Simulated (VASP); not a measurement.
A run of VASP 6.6.1:

INCAR

```
SYSTEM = ZrB2
PREC     = Accurate       ! precision mode
ENCUT    = 520            ! plane-wave cutoff, eV
EDIFF    = 1E-6           ! SCF threshold, eV
ISMEAR   = 0              ! smearing method
SIGMA    = 0.15           ! smearing width, eV
LREAL    = .FALSE.        ! projectors in reciprocal space
LASPH    = .TRUE.         ! aspherical terms in the spheres
NELM     = 100            ! most SCF steps
ALGO     = Normal         ! electronic algorithm
ISIF     = 2              ! what is computed and relaxed
LWAVE    = .FALSE.        ! write WAVECAR
LCHARG   = .FALSE.        ! write CHGCAR
NBANDS   = 16             ! bands
```

KPOINTS

```
regular mesh
0
G
  15 15 12
  0 0 0
```

Contents of POSCAR:

```
ZrB2
1.0
    3.1325412665      0.0000000000      0.0000000000
   -1.5662706333      2.7128603152      0.0000000000
    0.0000000000      0.0000000000      3.6052000000
Zr B
1 2
Direct
    0.0000000000      0.0000000000      0.0000000000
    0.3333333333      0.6666666667      0.5000000000
    0.6666666667      0.3333333333      0.5000000000
```

Potentials or basis: VASP PAW LDA potentials, release 64 (Zr_sv, B).

Launch:

```bash
$ cat potpaw_LDA.64/Zr_sv/POTCAR potpaw_LDA.64/B/POTCAR > POTCAR
$ mpirun -np 1 vasp_std > vasp.out
```

Hardware: 1 thread of Intel Xeon 8259CL, on a shared host.

Problem. Estimate the wall time of this run.

Solution. It took 83 s on 1 thread of Intel Xeon 8259CL, on a shared host, peak memory 0.2 GiB. Counts: scf iterations 13, k points 189.
